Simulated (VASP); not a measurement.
# SrH4Pb (F-43m) in VASP: relaxation of cell and atoms with r2SCAN

Aim: the relaxation of cell and atoms of SrH4Pb with r2SCAN.

All numbers are computed with VASP 6.6.1; they aren't measurements. Logs are shortened: lines on timing, memory, paths and dates and some standing lists are left out, and cuts for length are marked.

## Step 1: The cell of the first run

The structure is cubic, space group F-43m (No. 216). The conventional cell has a = 6.906 Å, b = 6.906 Å, c = 6.906 Å, α = 90.00°, β = 90.00°, γ = 90.00°. Sr (site symmetry -43m) has 12 H at 2.86 Å and 4 Pb at 2.99 Å within 3.8 Å. H (site symmetry 3m) has 6 H at 2.39 to 2.49 Å and 3 Sr at 2.86 Å and 3 Pb at 2.87 Å within 3.2 Å. Within 3.8 Å of Pb (site symmetry -43m) lie 12 H at 2.87 Å and 4 Sr at 2.99 Å.

## Step 2: Relaxation of cell and atoms, r2SCAN

Contents of POSCAR:

```
SrH4Pb
1.0
    0.0000000000      3.4529341457      3.4529341457
    3.4529341457      0.0000000000      3.4529341457
    3.4529341457      3.4529341457      0.0000000000
Sr H Pb
1 4 1
Direct
    0.2500000000      0.2500000000      0.2500000000
    0.6222806016      0.1331581951      0.6222806016
    0.6222806016      0.6222806016      0.1331581951
    0.6222806016      0.6222806016      0.6222806016
    0.1331581951      0.6222806016      0.6222806016
    0.0000000000      0.0000000000      0.0000000000
```

Contents of INCAR.step1:

```
PREC     = Accurate       # precision mode
ENCUT    = 600            # plane-wave cutoff, eV
ISMEAR   = 0              # smearing method
SIGMA    = 0.1            # smearing width, eV
LREAL    = False          # projectors in reciprocal space
LASPH    = True           # aspherical terms in the spheres
NELM     = 100            # most SCF steps
GGA      = PE             # functional
ALGO     = Normal         # electronic algorithm
EDIFF    = 1E-4           # SCF threshold, eV
LWAVE    = True           # write WAVECAR
LCHARG   = False          # write CHGCAR
```

Contents of INCAR.step2:

```
PREC     = Accurate       # precision mode
ENCUT    = 600            # plane-wave cutoff, eV
EDIFF    = 1E-6           # SCF threshold, eV
ISMEAR   = 0              # smearing method
SIGMA    = 0.1            # smearing width, eV
LREAL    = False          # projectors in reciprocal space
LASPH    = True           # aspherical terms in the spheres
NELM     = 100            # most SCF steps
ALGO     = Normal         # electronic algorithm
ISIF     = 3              # what is computed and relaxed
LWAVE    = False          # write WAVECAR
LCHARG   = False          # write CHGCAR
METAGGA  = R2SCAN         # meta-GGA
LMIXTAU  = True         
IBRION   = 2              # ionic algorithm
NSW      = 100            # ionic steps
EDIFFG   = -0.01          # ionic threshold
ISTART   = 1
```

Contents of KPOINTS:

```
Automatic mesh
0
Gamma
  10 10 10
```

Potentials or basis: VASP PAW PBE potentials, release 64 (Sr_sv, H, Pb_d).

Run with:

```
> cat potpaw_PBE.64/Sr_sv/POTCAR potpaw_PBE.64/H/POTCAR potpaw_PBE.64/Pb_d/POTCAR > POTCAR
> cp INCAR.step1 INCAR
> mpirun -np 1 vasp_std > vasp.out
> cp INCAR.step2 INCAR
> mpirun -np 1 vasp_std > vasp.out
```

OUTCAR:

```text
PREC = Accurate
   ENCUT = 600
   EDIFF = 1E-6
   ISMEAR = 0
   LREAL = False
   LASPH = True
   NELM = 100
   ISIF = 3
   METAGGA = R2SCAN
   IBRION = 2
   NSW = 100
   EDIFFG = -0.01
   ISTART = 1

 ion  position               nearest neighbor table
   1  0.250  0.250  0.250-   2 2.86   3 2.86   5 2.86   4 2.86   4 2.86   4 2.86   3 2.86   2 2.86
                             5 2.86   2 2.86   3 2.86   5 2.86   6 2.99   6 2.99   6 2.99   6 2.99
   2  0.622  0.133  0.622-   1 2.86   1 2.86   1 2.86
   3  0.622  0.622  0.133-   1 2.86   1 2.86   1 2.86
   4  0.622  0.622  0.622-   1 2.86   1 2.86   1 2.86
   5  0.133  0.622  0.622-   1 2.86   1 2.86   1 2.86
   6  0.000  0.000  0.000-   1 2.99   1 2.99   1 2.99   1 2.99

  LATTYP: Found a face centered cubic cell.
 ALAT       =     6.9058682914

  Lattice vectors:

 A1 = (   0.0000000000,   3.4529341457,   3.4529341457)
 A2 = (   3.4529341457,   0.0000000000,   3.4529341457)
 A3 = (   3.4529341457,   3.4529341457,   0.0000000000)

Analysis of symmetry for initial positions (statically):
=====================================================================
 Subroutine PRICEL returns:
 Original cell was already a primitive cell.

 Routine SETGRP: Setting up the symmetry group for a
 face centered cubic supercell.

 Subroutine GETGRP returns: Found 24 space group operations
 (whereof 24 operations were pure point group operations)
 out of a pool of 48 trial point group operations.

The static configuration has the point symmetry T_d .

Analysis of symmetry for dynamics (positions and initial velocities):
=====================================================================
 Subroutine PRICEL returns:
 Original cell was already a primitive cell.

 Routine SETGRP: Setting up the symmetry group for a
 face centered cubic supercell.

 Subroutine GETGRP returns: Found 24 space group operations
 (whereof 24 operations were pure point group operations)
 out of a pool of 48 trial point group operations.

The dynamic configuration has the point symmetry T_d .

 Subroutine INISYM returns: Found 24 space group operations
 (whereof 24 operations are pure point group operations),
 and found     1 'primitive' translations

----------------------------------------------------------------------------------------

                                     Primitive cell

  volume of cell :      82.3370

  direct lattice vectors                    reciprocal lattice vectors
     0.000000000  3.452934146  3.452934146    -0.144804383  0.144804383  0.144804383
     3.452934146  0.000000000  3.452934146     0.144804383 -0.144804383  0.144804383
     3.452934146  3.452934146  0.000000000     0.144804383  0.144804383 -0.144804383

  length of vectors
     4.883186299  4.883186299  4.883186299     0.250808549  0.250808549  0.250808549

  position of ions in fractional coordinates (direct lattice)
     0.250000000  0.250000000  0.250000000
     0.622280602  0.133158195  0.622280602
     0.622280602  0.622280602  0.133158195
     0.622280602  0.622280602  0.622280602
     0.133158195  0.622280602  0.622280602
     0.000000000  0.000000000  0.000000000

  ion indices of the primitive-cell ions
   primitive index   ion index
                 1           1
                 2           2
                 3           3
                 4           4
                 5           5
                 6           6

----------------------------------------------------------------------------------------

 KPOINTS: Automatic mesh

Automatic generation of k-mesh.
 Grid dimensions read from file:
 generate k-points for:   10   10   10

 Generating k-lattice:

[... 53 lines left out ...]
   ISTART =      1    job   : 0-new  1-cont  2-samecut
   ICHARG =      0    charge: 1-file 2-atom 10-const
   ISPIN  =      1    spin polarized calculation?
   LNONCOLLINEAR =      F non collinear calculations
   LSORBIT =      F    spin-orbit coupling
   LASPH  =      T    aspherical Exc in radial PAW
   ENCUT  =  600.0 eV  44.10 Ry    6.64 a.u.   9.75  9.75  9.75*2*pi/ulx,y,z
   NELM   =    100;   NELMIN=  2; NELMDL=  0     # of ELM steps
   EDIFF  = 0.1E-05   stopping-criterion for ELM
   LREAL  =      F    real-space projection
   EDIFFG = -.1E-01   stopping-criterion for IOM
   NSW    =    100    number of steps for IOM
   IBRION =      2    ionic relax: 0-MD 1-quasi-New 2-CG
   NFREE  =      1    steps in history (QN), initial steepest desc. (CG)
   ISIF   =      3    stress and relaxation
   ISYM   =      2    0-nonsym 1-usesym 2-fastsym
   POTIM  = 0.5000    time-step for ionic-motion
   TEBEG  =    0.0;   TEEND  =   0.0 temperature during run
   PSTRESS=    0.0 pullay stress
   NELECT =      28.0000    total number of electrons
   NUPDOWN=      -1.0000    fix difference up-down
   EMIN   =  10.00;   EMAX   =-10.00  energy-range for DOS
   EFERMI =   0.00;   METHOD = LEGACY
   ISMEAR =     0;   SIGMA  =   0.10  broadening in eV -4-tet -1-fermi 0-gaus
   EFERMI_NEDOS =   21; number of points for ismear=-14 and -15
   IALGO  =     38    algorithm
   IMIX   =      4    mixing-type and parameters
     AMIX     =   0.40;   BMIX     =  1.00
     AMIX_MAG =   1.60;   BMIX_MAG =  1.00
  volume/ion in A,a.u.               =      13.72        92.61
  Fermi-wavevector in a.u.,A,eV,Ry     =   1.142692  2.159375 17.765742  1.305745
  Thomas-Fermi vector in A             =   2.279389
   LORBIT       =      0    0 simple, 1 ext, 2 COOP (PROOUT), +10 PAW based schemes
   METAGGA = R2SCAN    functional components
   LHFCALC =     F    Hartree Fock is set to
   AEXX    =    0.0000 exact exchange contribution
   IVDW    =     0    specifies the selected vdW correction
   LEPSILON=     F    determine dielectric tensor
   LRPA    =     F    only Hartree local field effects (RPA)
 conjugate gradient relaxation of ions
 non-spin polarized calculation
 Gauss-broadening in eV      SIGMA  =   0.10
  energy-cutoff  :      600.00
  volume of cell :       82.34
 maximum number of plane-waves:      2778
   NGX = 19   NGY = 19   NGZ = 19

--------------------------------------- Ionic step        1  -------------------------------------------

 number of electron      28.0000001 magnetization

 Free energy of the ion-electron system (eV)
  ---------------------------------------------------
  ext. energy  EPLUGINS =         0.00000000
  ---------------------------------------------------
  free energy    TOTEN  =       -81.26843630 eV

  energy without entropy =      -81.26640887  energy(sigma->0) =      -81.26742259

------------------------ aborting loop because EDIFF is reached ----------------------------------------

  FORCE on cell =-STRESS in cart. coord.  units (eV):
  Direction    XX          YY          ZZ          XY          YZ          ZX
  --------------------------------------------------------------------------------------
  -------------------------------------------------------------------------------------
  Total        0.0846655      0.0846655      0.0846655      0.0000000     -0.0000000      0.0000000
  in kB        1.6474877      1.6474877      1.6474877      0.0000000     -0.0000000      0.0000000
  external PRESSURE =       1.6474877 kB  Pullay stress =       0.0000000 kB

 VOLUME and BASIS-vectors are now :
 -----------------------------------------------------------------------------
  energy-cutoff  :      600.00
  volume of cell :       82.34
      direct lattice vectors                 reciprocal lattice vectors
     0.000000000  3.452934146  3.452934146    -0.144804383  0.144804383  0.144804383
     3.452934146  0.000000000  3.452934146     0.144804383 -0.144804383  0.144804383
     3.452934146  3.452934146  0.000000000     0.144804383  0.144804383 -0.144804383

 POSITION                                       TOTAL-FORCE (eV/Angst)
 -----------------------------------------------------------------------------------
      1.72647      1.72647      1.72647        -0.000000     -0.000000     -0.000000
      2.60848      4.29739      2.60848        -0.000838      0.000838     -0.000838
      2.60848      2.60848      4.29739        -0.000838     -0.000838      0.000838
      4.29739      4.29739      4.29739         0.000838      0.000838      0.000838
      4.29739      2.60848      2.60848         0.000838     -0.000838     -0.000838
      0.00000      0.00000      0.00000        -0.000000     -0.000000     -0.000000
 -----------------------------------------------------------------------------------
    total drift:                                0.000000      0.000000      0.000000

  FREE ENERGIE OF THE ION-ELECTRON SYSTEM (eV)
  ---------------------------------------------------
  free  energy   TOTEN  =       -81.2684363047 eV

  energy  without entropy=      -81.2664088661  energy(sigma->0) =      -81.26742259

--------------------------------------- Ionic step        2  -------------------------------------------

 number of electron      28.0000001 magnetization

 Free energy of the ion-electron system (eV)
  ---------------------------------------------------
  ext. energy  EPLUGINS =         0.00000000
  ---------------------------------------------------
  free energy    TOTEN  =       -81.26856111 eV

  energy without entropy =      -81.26654252  energy(sigma->0) =      -81.26755181

 E-fermi :   2.9834     XC(G=0): -10.0032

 val. band max:        2.9389732391   @ k =  -0.3000   0.4000   0.2000
 cond. band min:       2.9836891307   @ k =  -0.2000   0.2000   0.0000
 fundamental gap:      0.0447158917
 Fermi energy:         2.9833568424

 k-point     1 :       0.0000    0.0000    0.0000
  band No.  band energies     occupation
      1     -33.5327      2.00000
      2     -15.6080      2.00000
      3     -15.6080      2.00000
      4     -15.6080      2.00000
      5     -15.0500      2.00000
      6     -15.0500      2.00000
[... 481 lines left out ...]
      5     -15.0773      2.00000
      6     -15.0444      2.00000
[... 10 lines left out ...]
     17       5.7821      0.00000
     18       7.5986      0.00000

 [... further k-points ...]

------------------------ aborting loop because EDIFF is reached ----------------------------------------

  FORCE on cell =-STRESS in cart. coord.  units (eV):
  Direction    XX          YY          ZZ          XY          YZ          ZX
  --------------------------------------------------------------------------------------
  -------------------------------------------------------------------------------------
  Total        0.0422856      0.0422856      0.0422856      0.0000000      0.0000000      0.0000000
  in kB        0.8211481      0.8211481      0.8211481      0.0000000      0.0000000      0.0000000
  external PRESSURE =       0.8211481 kB  Pullay stress =       0.0000000 kB

 VOLUME and BASIS-vectors are now :
 -----------------------------------------------------------------------------
  energy-cutoff  :      600.00
  volume of cell :       82.51
      direct lattice vectors                 reciprocal lattice vectors
     0.000000000  3.455284724  3.455284724    -0.144705875  0.144705875  0.144705875
     3.455284724 -0.000000000  3.455284724     0.144705875 -0.144705875  0.144705875
     3.455284724  3.455284724  0.000000000     0.144705875  0.144705875 -0.144705875

 POSITION                                       TOTAL-FORCE (eV/Angst)
 -----------------------------------------------------------------------------------
      1.72764      1.72764      1.72764        -0.000000     -0.000000     -0.000000
      2.61022      4.30035      2.61022        -0.000812      0.000812     -0.000812
      2.61022      2.61022      4.30035        -0.000812     -0.000812      0.000812
      4.30035      4.30035      4.30035         0.000812      0.000812      0.000812
      4.30035      2.61022      2.61022         0.000812     -0.000812     -0.000812
      6.91057      6.91057      6.91057        -0.000000     -0.000000     -0.000000
 -----------------------------------------------------------------------------------
    total drift:                                0.000000      0.000000      0.000000

  FREE ENERGIE OF THE ION-ELECTRON SYSTEM (eV)
  ---------------------------------------------------
  free  energy   TOTEN  =       -81.2685611110 eV

  energy  without entropy=      -81.2665425165  energy(sigma->0) =      -81.26755181

 reached required accuracy - stopping structural energy minimisation
```

Wall time 11 min (1 thread of Intel Xeon 8259CL, shared host); peak memory 0.33 GiB.

Results:

```yaml
Free_energy: -81.2686 eV
Relaxed_volume: 13.75 Å³/atom
Relaxed_cell: a = 4.887 Å, b = 4.887 Å, c = 4.887 Å, α = 60.00°, β = 60.00°, γ = 60.00°
Space_group_after_relaxing_to_0.1_Å: F-43m (No. 216)
Energy_gained_by_relaxing: 0.0 meV/atom
Ionic_steps: 2
Pressure_after_relaxing: 0.1 GPa
Band_gap_on_the_k_mesh: 0.04 eV (least direct gap 0.28 eV)
```

Step by step:
```
step  energy change (eV)  largest force (eV/Å)  pressure (GPa)  volume (Å³)
   1              0.0000                0.0015            0.16        82.34
   2             -0.0001                0.0014            0.08        82.51
```

Final structure:
```xyz
6
Lattice="0.0000 3.4553 3.4553 3.4553 0.0000 3.4553 3.4553 3.4553 0.0000" Properties=species:S:1:pos:R:3 pbc="T T T"
Sr    1.7276    1.7276    1.7276
H     2.6102    4.3004    2.6102
H     2.6102    2.6102    4.3004
H     4.3004    4.3004    4.3004
H     4.3004    2.6102    2.6102
Pb    6.9106    6.9106    6.9106
```

Caveat: the PAW data sets were made with another functional, which shifts forces and pressure a little; spin-orbit coupling is left out, which moves the levels of the heavy elements. A k mesh can miss the band edges.
